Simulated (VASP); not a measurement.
# Ge in VASP: single point with PBEsol

Aim: the single point of Ge with PBEsol.

All numbers are computed with VASP 6.6.1; they aren't measurements. Logs are shortened: lines on timing, memory, paths and dates and some standing lists are left out, and cuts for length are marked.

## (1) The cell of the first run

The typed cell holds 2 atoms: a = 3.865 Å, b = 3.865 Å, c = 3.866 Å, α = 97.74°, β = 97.77°, γ = 136.89°.

## (2) Single point, PBEsol

INCAR

```
SYSTEM = Ge
PREC = Accurate
ENCUT = 520
EDIFF = 1E-6
ISMEAR = 0
SIGMA = 0.15
LREAL = .False.
LASPH = .True.
NELM = 80
ALGO = Normal
ISIF = 2
LWAVE = .False.
LCHARG = .False.
GGA = PS
NBANDS = 21
```

KPOINTS

```
Automatic mesh
0
Gamma
  14 14 14
  0 0 0
```

POSCAR

```
Ge
1.0
   -2.5423699776      2.5417820027      1.4202287025
    2.5425224120     -2.5415422700      1.4200687536
    2.5431229132      2.5422956909     -1.4197889671
Ge
2
Direct
    0.1250499569      0.8750454124      0.2500030899
    0.8749500431      0.1249545876      0.7499969101
```

Potentials or basis: VASP PAW PBE potentials, release 64 (Ge_d).

On the command line:

```sh
$ cat potpaw_PBE.64/Ge_d/POTCAR > POTCAR
$ mpirun -np 1 vasp_std > vasp.out
```

OUTCAR:

```text
SYSTEM = Ge
   PREC = Accurate
   ENCUT = 520
   EDIFF = 1E-6
   ISMEAR = 0
   LREAL = .False.
   LASPH = .True.
   NELM = 80
   ISIF = 2
   GGA = PS

 ion  position               nearest neighbor table
   1  0.125  0.875  0.250-   2 2.64   2 2.64   2 2.64   2 2.64
   2  0.875  0.125  0.750-   1 2.64   1 2.64   1 2.64   1 2.64

  LATTYP: Found a triclinic cell.
 ALAT       =     3.8652881640
 B/A-ratio  =     1.3157221850
 C/A-ratio  =     0.7348216614
 COS(alpha) =     0.0001086959
 COS(beta)  =     0.3673699406
 COS(gamma) =     0.6577061985

  Lattice vectors:

 A1 = (   2.5425224120,  -2.5415422700,   1.4200687536)
 A2 = (   5.0856453252,   0.0007534209,   0.0002797865)
 A3 = (   0.0001524344,   0.0002397327,   2.8402974561)

Analysis of symmetry for initial positions (statically):
=====================================================================
 Subroutine PRICEL returns:
 Original cell was already a primitive cell.

 Routine SETGRP: Setting up the symmetry group for a
 triclinic supercell.

 Subroutine GETGRP returns: Found  2 space group operations
 (whereof  2 operations were pure point group operations)
 out of a pool of  2 trial point group operations.

The static configuration has the point symmetry S_2 .

Analysis of symmetry for dynamics (positions and initial velocities):
=====================================================================
 Subroutine PRICEL returns:
 Original cell was already a primitive cell.

 Routine SETGRP: Setting up the symmetry group for a
 triclinic supercell.

 Subroutine GETGRP returns: Found  2 space group operations
 (whereof  2 operations were pure point group operations)
 out of a pool of  2 trial point group operations.

The dynamic configuration has the point symmetry S_2 .

 Subroutine INISYM returns: Found  2 space group operations
 (whereof  2 operations are pure point group operations),
 and found     1 'primitive' translations

----------------------------------------------------------------------------------------

                                     Primitive cell

  volume of cell :      36.7191

  direct lattice vectors                    reciprocal lattice vectors
    -2.542369978  2.541782003  1.420228702    -0.000048503  0.196662066  0.352059204
     2.542522412 -2.541542270  1.420068754     0.196612520 -0.000059569  0.352065253
     2.543122913  2.542295691 -1.419788967     0.196602746  0.196663396 -0.000027151

[... 79 lines left out ...]
   LSORBIT =      F    spin-orbit coupling
   LASPH  =      T    aspherical Exc in radial PAW
   ENCUT  =  520.0 eV  38.22 Ry    6.18 a.u.   7.19  7.19  7.19*2*pi/ulx,y,z
   NELM   =     80;   NELMIN=  2; NELMDL= -5     # of ELM steps
   EDIFF  = 0.1E-05   stopping-criterion for ELM
   LREAL  =      F    real-space projection
   EDIFFG = 0.1E-04   stopping-criterion for IOM
   NSW    =      0    number of steps for IOM
   IBRION =     -1    ionic relax: 0-MD 1-quasi-New 2-CG
   NFREE  =      0    steps in history (QN), initial steepest desc. (CG)
   ISIF   =      2    stress and relaxation
   ISYM   =      2    0-nonsym 1-usesym 2-fastsym
   POTIM  = 0.5000    time-step for ionic-motion
   TEBEG  =    0.0;   TEEND  =   0.0 temperature during run
   PSTRESS=    0.0 pullay stress
   NELECT =      28.0000    total number of electrons
   NUPDOWN=      -1.0000    fix difference up-down
   EMIN   =  10.00;   EMAX   =-10.00  energy-range for DOS
   EFERMI =   0.00;   METHOD = LEGACY
   ISMEAR =     0;   SIGMA  =   0.15  broadening in eV -4-tet -1-fermi 0-gaus
   EFERMI_NEDOS =   21; number of points for ismear=-14 and -15
   IALGO  =     38    algorithm
   IMIX   =      4    mixing-type and parameters
     AMIX     =   0.40;   BMIX     =  1.00
     AMIX_MAG =   1.60;   BMIX_MAG =  1.00
  volume/ion in A,a.u.               =      18.36       123.90
  Fermi-wavevector in a.u.,A,eV,Ry     =   1.495651  2.826370 30.435835  2.236971
  Thomas-Fermi vector in A             =   2.607768
   LORBIT       =      0    0 simple, 1 ext, 2 COOP (PROOUT), +10 PAW based schemes
   GGA     = PS    functional components
   LHFCALC =     F    Hartree Fock is set to
   AEXX    =    0.0000 exact exchange contribution
   IVDW    =     0    specifies the selected vdW correction
   LEPSILON=     F    determine dielectric tensor
   LRPA    =     F    only Hartree local field effects (RPA)
 non-spin polarized calculation
 Gauss-broadening in eV      SIGMA  =   0.15
  energy-cutoff  :      520.00
  volume of cell :       36.72
 maximum number of plane-waves:      1002
 NGX is ok and might be reduce to    30
   NGX = 15   NGY = 15   NGZ = 15

 number of electron      27.9999999 magnetization

 Free energy of the ion-electron system (eV)
  ---------------------------------------------------
  ext. energy  EPLUGINS =         0.00000000
  ---------------------------------------------------
  free energy    TOTEN  =        -9.53982238 eV

  energy without entropy =       -9.53089404  energy(sigma->0) =       -9.53535821

 E-fermi :   6.7359     XC(G=0): -11.5146

 val. band max:        6.7347993099   @ k =   0.2857   0.1429  -0.0000
 cond. band min:       6.7387353547   @ k =   0.2143   0.3571   0.4286
 fundamental gap:      0.0039360448
 Fermi energy:         6.7358653480

 k-point     1 :       0.0000    0.0000    0.0000
  band No.  band energies     occupation
      1     -17.9327      2.00000
      2     -17.8665      2.00000
      3     -17.8527      2.00000
      4     -17.8327      2.00000
      5     -17.7442      2.00000
      6     -17.7441      2.00000
[... 565 lines left out ...]
     20      16.0971      0.00000
     21      17.0855      0.00000

 [... further k-points ...]

------------------------ aborting loop because EDIFF is reached ----------------------------------------

  FORCE on cell =-STRESS in cart. coord.  units (eV):
  Direction    XX          YY          ZZ          XY          YZ          ZX
  --------------------------------------------------------------------------------------
  -------------------------------------------------------------------------------------
  Total       -0.0334046     -0.0186391     -0.0141100     -0.0037493     -0.0016320     -0.0010641
  in kB       -1.4575555     -0.8132857     -0.6156681     -0.1635965     -0.0712109     -0.0464289
  external PRESSURE =      -0.9621698 kB  Pullay stress =       0.0000000 kB

 VOLUME and BASIS-vectors are now :
 -----------------------------------------------------------------------------
  energy-cutoff  :      520.00
  volume of cell :       36.72
      direct lattice vectors                 reciprocal lattice vectors
    -2.542369978  2.541782003  1.420228702    -0.000048503  0.196662066  0.352059204
     2.542522412 -2.541542270  1.420068754     0.196612520 -0.000059569  0.352065253
     2.543122913  2.542295691 -1.419788967     0.196602746  0.196663396 -0.000027151

 POSITION                                       TOTAL-FORCE (eV/Angst)
 -----------------------------------------------------------------------------------
      2.54269     -1.27053      1.06527        -0.000129      0.000089     -0.001190
      0.00059      3.81307      0.35524         0.000129     -0.000089      0.001190
 -----------------------------------------------------------------------------------
    total drift:                               -0.000000     -0.000000      0.000000

  FREE ENERGIE OF THE ION-ELECTRON SYSTEM (eV)
  ---------------------------------------------------
  free  energy   TOTEN  =        -9.5398223770 eV

  energy  without entropy=       -9.5308940424  energy(sigma->0) =       -9.53535821
```

OSZICAR:

```text
N       E                     dE             d eps       ncg     rms          rms(c)
DAV:   1     0.171775907256E+03    0.17178E+03   -0.14155E+04 66461   0.380E+03
DAV:   2     0.135934622267E+02   -0.15818E+03   -0.15335E+03 58202   0.584E+02
DAV:   3    -0.896279190583E+01   -0.22556E+02   -0.22363E+02 65824   0.131E+02
DAV:   4    -0.957923096362E+01   -0.61644E+00   -0.61597E+00 64683   0.252E+01
DAV:   5    -0.958822187680E+01   -0.89909E-02   -0.89907E-02 65039   0.330E+00    0.223E+00
DAV:   6    -0.955369692464E+01    0.34525E-01   -0.33069E-02 78884   0.325E+00    0.122E+00
DAV:   7    -0.954034030678E+01    0.13357E-01   -0.18698E-02 78590   0.213E+00    0.137E-01
DAV:   8    -0.953981852541E+01    0.52178E-03   -0.25894E-03 69850   0.920E-01    0.452E-02
DAV:   9    -0.953982200523E+01   -0.34798E-05   -0.65379E-05 70848   0.105E-01    0.105E-02
DAV:  10    -0.953982237696E+01   -0.37173E-06   -0.32351E-06 60502   0.214E-02
   1 F= -.95398224E+01 E0= -.95353582E+01  d E =-.892833E-02
```

Run time: 8 min. Hardware: 1 thread of AMD EPYC 9R45 (Zen 5), shared host; peak memory 0.81 GiB.

Results:

* Free energy: -9.5398 eV
* Pressure: -0.1 GPa
* Band gap on the k mesh: zero (bands 14 and 15 overlap by 5.28 eV)

Levels at points of the mesh, in eV from the Fermi level:
| k point | band 10 | band 11 | band 12 | band 13 | band 14 | band 15 | band 16 | band 17 | band 18 | band 19 |
| --- | --- | --- | --- | --- | --- | --- | --- | --- | --- | --- |
| (0.00, 0.00, 0.00) | -24.33 | -13.37 | -3.66 | -2.22 | -2.21 | 3.37 | 7.74 | 7.91 | 7.92 | 7.93 |
| (0.50, 0.00, 0.00) | -24.38 | -8.27 | -6.53 | -2.57 | -1.90 | -1.50 | 2.42 | 3.66 | 5.66 | 9.05 |
| (0.00, 0.50, 0.00) | -24.38 | -8.27 | -6.53 | -2.57 | -1.90 | -1.50 | 2.42 | 3.65 | 5.66 | 9.04 |
| (0.50, 0.50, 0.00) | -24.42 | -10.54 | -10.54 | 0.79 | 0.79 | 2.23 | 2.23 | 7.06 | 7.07 | 10.92 |
| (0.00, 0.00, 0.50) | -24.42 | -10.54 | -10.54 | 0.79 | 0.79 | 2.23 | 2.23 | 7.07 | 7.07 | 10.92 |
| (0.50, 0.00, 0.50) | -24.38 | -8.27 | -6.53 | -2.57 | -1.90 | -1.50 | 2.42 | 3.65 | 5.66 | 9.04 |
| (0.00, 0.50, 0.50) | -24.38 | -8.26 | -6.53 | -2.57 | -1.90 | -1.50 | 2.42 | 3.66 | 5.66 | 9.05 |
| (0.50, 0.50, 0.50) | -24.47 | -8.74 | -8.73 | -5.94 | -5.94 | 5.58 | 5.58 | 11.52 | 11.52 | 15.44 |

Caveat: the PAW data sets were made with another functional, which shifts forces and pressure a little.
